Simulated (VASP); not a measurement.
# TiCo3 in VASP: notebook, part 2 of 2

VASP 6.6.1. Earlier steps stand in the parts before.

## 5. Relaxation of cell and atoms, PBEsol, collinear spin, ferrimagnetic start

This run uses another cell than the first one, of 11.18 Å³/atom.

The input, INCAR:

```
PREC = Accurate
ENCUT = 600
EDIFF = 1E-6
ISMEAR = 0
SIGMA = 0.1
LREAL = F
LASPH = T
NELM = 150
ALGO = Fast
ISIF = 3
LWAVE = F
LCHARG = F
ISPIN = 2
MAGMOM = -0.33 1.11 1.11 1.11
LORBIT = 11
LMAXMIX = 4
GGA = PS
IBRION = 2
NSW = 100
EDIFFG = -0.005
```

The input, KPOINTS:

```
regular mesh
0
Gamma
  12 12 12
```

The input, POSCAR:

```
TiCo3
1.0
    3.5494995564      0.0000000000      0.0000000000
    0.0000000000      3.5494995564      0.0000000000
    0.0000000000      0.0000000000      3.5494995564
Ti Co
1 3
Direct
    0.0000000000      0.0000000000      0.0000000000
    0.0000000000      0.5000000000      0.5000000000
    0.5000000000      0.0000000000      0.5000000000
    0.5000000000      0.5000000000      0.0000000000
```

Potentials or basis: VASP PAW PBE potentials, release 64 (Ti_sv, Co).

Launch:

```bash
$ cat potpaw_PBE.64/Ti_sv/POTCAR potpaw_PBE.64/Co/POTCAR > POTCAR
$ mpirun -np 1 vasp_std > vasp.out
```

OUTCAR:

```text
PREC = Accurate
   ENCUT = 600
   EDIFF = 1E-6
   ISMEAR = 0
   LREAL = F
   LASPH = T
   NELM = 150
   ISIF = 3
   ISPIN = 2
   LORBIT = 11
   GGA = PS
   IBRION = 2
   NSW = 100
   EDIFFG = -0.005

 ion  position               nearest neighbor table
   1  0.000  0.000  0.000-   2 2.51   3 2.51   4 2.51   2 2.51   3 2.51   2 2.51   4 2.51   2 2.51
                             3 2.51   4 2.51   3 2.51   4 2.51
   2  0.000  0.500  0.500-   1 2.51   3 2.51   4 2.51   1 2.51   4 2.51   1 2.51   3 2.51   1 2.51
                             3 2.51   4 2.51   4 2.51   3 2.51
   3  0.500  0.000  0.500-   1 2.51   2 2.51   4 2.51   1 2.51   4 2.51   2 2.51   4 2.51   4 2.51
                             1 2.51   2 2.51   1 2.51   2 2.51
   4  0.500  0.500  0.000-   1 2.51   2 2.51   3 2.51   2 2.51   3 2.51   1 2.51   3 2.51   3 2.51
                             1 2.51   2 2.51   2 2.51   1 2.51

  LATTYP: Found a simple cubic cell.
 ALAT       =     3.5494995564

  Lattice vectors:

 A1 = (   3.5494995564,   0.0000000000,   0.0000000000)
 A2 = (   0.0000000000,   3.5494995564,   0.0000000000)
 A3 = (   0.0000000000,   0.0000000000,   3.5494995564)

Analysis of symmetry for initial positions (statically):
=====================================================================
 Subroutine PRICEL returns:
 Original cell was already a primitive cell.

 Routine SETGRP: Setting up the symmetry group for a
 simple cubic supercell.

 Subroutine GETGRP returns: Found 48 space group operations
 (whereof 48 operations were pure point group operations)
 out of a pool of 48 trial point group operations.

The static configuration has the point symmetry O_h .

Analysis of symmetry for dynamics (positions and initial velocities):
=====================================================================
 Subroutine PRICEL returns:
 Original cell was already a primitive cell.

 Routine SETGRP: Setting up the symmetry group for a
 simple cubic supercell.

 Subroutine GETGRP returns: Found 48 space group operations
 (whereof 48 operations were pure point group operations)
[... 159 lines left out ...]

--------------------------------------- Ionic step        1  -------------------------------------------

 number of electron      39.0000016 magnetization       0.8273404

 Free energy of the ion-electron system (eV)
  ---------------------------------------------------
  ext. energy  EPLUGINS =         0.00000000
  ---------------------------------------------------
  free energy    TOTEN  =       -32.71201256 eV

  energy without entropy =      -32.68435932  energy(sigma->0) =      -32.69818594

------------------------ aborting loop because EDIFF is reached ----------------------------------------

  FORCE on cell =-STRESS in cart. coord.  units (eV):
  Direction    XX          YY          ZZ          XY          YZ          ZX
  --------------------------------------------------------------------------------------
  -------------------------------------------------------------------------------------
  Total       -1.3049268     -1.3049268     -1.3049268      0.0000000      0.0000000      0.0000000
  in kB      -46.7514801    -46.7514801    -46.7514801      0.0000000      0.0000000      0.0000000
  external PRESSURE =     -46.7514801 kB  Pullay stress =       0.0000000 kB
[... 63 lines left out ...]
--------------------------------------- Ionic step        3  -------------------------------------------

 number of electron      38.9999982 magnetization       0.6642220

 Free energy of the ion-electron system (eV)
  ---------------------------------------------------
  ext. energy  EPLUGINS =         0.00000000
  ---------------------------------------------------
  free energy    TOTEN  =       -32.72596223 eV

  energy without entropy =      -32.69872950  energy(sigma->0) =      -32.71234587

 E-fermi :  10.7185     XC(G=0): -13.6893

 val. band max:       10.7144143969   @ k =   0.5000   0.1667   0.1667
 cond. band min:      10.7224229761   @ k =   0.3333   0.2500   0.0000
 fundamental gap:      0.0080085792
 Fermi energy:        10.7184544057

 spin component 1

 k-point     1 :       0.0000    0.0000    0.0000
  band No.  band energies     occupation
      1     -45.3483      1.00000
      2     -21.7144      1.00000
      3     -21.7144      1.00000
      4     -21.7144      1.00000
      5       2.5055      1.00000
      6       6.1297      1.00000
[... 661 lines left out ...]
     24      12.6155      0.00000
     25      12.9301      0.00000

 [... further k-points ...]

 spin component 2

 k-point     1 :       0.0000    0.0000    0.0000
  band No.  band energies     occupation
      1     -45.4177      1.00000
      2     -21.7846      1.00000
      3     -21.7846      1.00000
      4     -21.7846      1.00000
      5       2.5160      1.00000
      6       6.2482      1.00000
[... 694 lines left out ...]
  FREE ENERGIE OF THE ION-ELECTRON SYSTEM (eV)
  ---------------------------------------------------
  free  energy   TOTEN  =       -32.7259622349 eV

  energy  without entropy=      -32.6987294990  energy(sigma->0) =      -32.71234587

 reached required accuracy - stopping structural energy minimisation

 total charge

# of ion       s       p       d       tot
------------------------------------------
    1        2.282   6.217   1.997  10.496
    2        0.531   0.553   7.355   8.439
    3        0.531   0.553   7.355   8.439
    4        0.531   0.553   7.355   8.439
--------------------------------------------------
tot          3.874   7.875  24.063  35.812

 magnetization (x)

# of ion       s       p       d       tot
------------------------------------------
    1       -0.001  -0.006  -0.073  -0.081
    2       -0.001  -0.002   0.254   0.252
    3       -0.001  -0.002   0.254   0.252
    4       -0.001  -0.002   0.254   0.252
--------------------------------------------------
tot         -0.003  -0.011   0.689   0.675
```

Wall time 10 min (1 thread of Oxide Virtual Turin-like, shared host); peak memory 0.28 GiB.

What came out:

| Property | Result |
| --- | --- |
| Free energy | -32.7260 eV |
| Relaxed volume | 10.95 Å³/atom |
| Relaxed cell | a = 3.525 Å, b = 3.525 Å, c = 3.525 Å, α = 90.00°, β = 90.00°, γ = 90.00° |
| Space group after relaxing (to 0.1 Å) | Pm-3m (No. 221) |
| Energy gained by relaxing | 3.5 meV/atom |
| Ionic steps | 3 |
| Pressure after relaxing | 0.0 GPa |
| Net moment | 0.66 μB per cell |
| Site moments | Ti -0.08; Co +0.25 μB |
| Valence electrons inside the program's atomic spheres | Ti 10.50; Co 8.44 |

The path:
| step | energy change (eV) | largest force (eV/Å) | pressure (GPa) | volume (Å³) |
| --- | --- | --- | --- | --- |
| 1 | 0.0000 | 0.0000 | -4.68 | 44.72 |
| 2 | 0.0087 | 0.0000 | 6.65 | 42.64 |
| 3 | -0.0139 | 0.0000 | 0.05 | 43.78 |

Final structure:
```
Ti Co
1.0
     3.52452    0.00000    0.00000
     0.00000    3.52452    0.00000
     0.00000    0.00000    3.52452
Ti Co
1 3
Cartesian
  0.0000 0.0000 0.0000
  0.0000 1.7623 1.7623
  1.7623 0.0000 1.7623
  1.7623 1.7623 0.0000
```

Caveat: the PAW data sets were made with another functional, which shifts forces and pressure a little.

## 6. Overview

| task | spin | cell | k mesh | cutoff (eV) | smearing | gap on the mesh (eV) | pressure (GPa) | moment (μB) |
| --- | --- | --- | --- | --- | --- | --- | --- | --- |
| single point | collinear, ferromagnetic start | a = 3.529 Å, 4 atoms | 12 × 12 × 12 | 520 | gaussian 0.2 eV | none | -0.7 | 0.59 |
| single point | collinear, ferromagnetic start | a = 3.564, b = 3.564, c = 3.485 Å, 4 atoms | 14 × 14 × 14 | 520 | gaussian 0.1 eV | none | -2.5 | 0.59 |
| single point | collinear, ferromagnetic start | a = 3.458, b = 3.458, c = 3.571 Å, 4 atoms | 14 × 14 × 14 | 520 | gaussian 0.1 eV | none | 6.3 | 0.44 |
| relaxation of cell and atoms | collinear, ferrimagnetic start | relaxed from a = 3.549 Å, 4 atoms | 12 × 12 × 12 | 600 | gaussian 0.1 eV | none | 0.0 | 0.66 |

Alike in all rows: level PBEsol; potentials or basis VASP PAW PBE potentials, release 64 (Ti_sv, Co).

Caveats: the PAW data sets were made with another functional, which shifts forces and pressure a little; the cell stands under pressure (at least some runs).

Absolute energies hang on the potentials; compare differences alone.
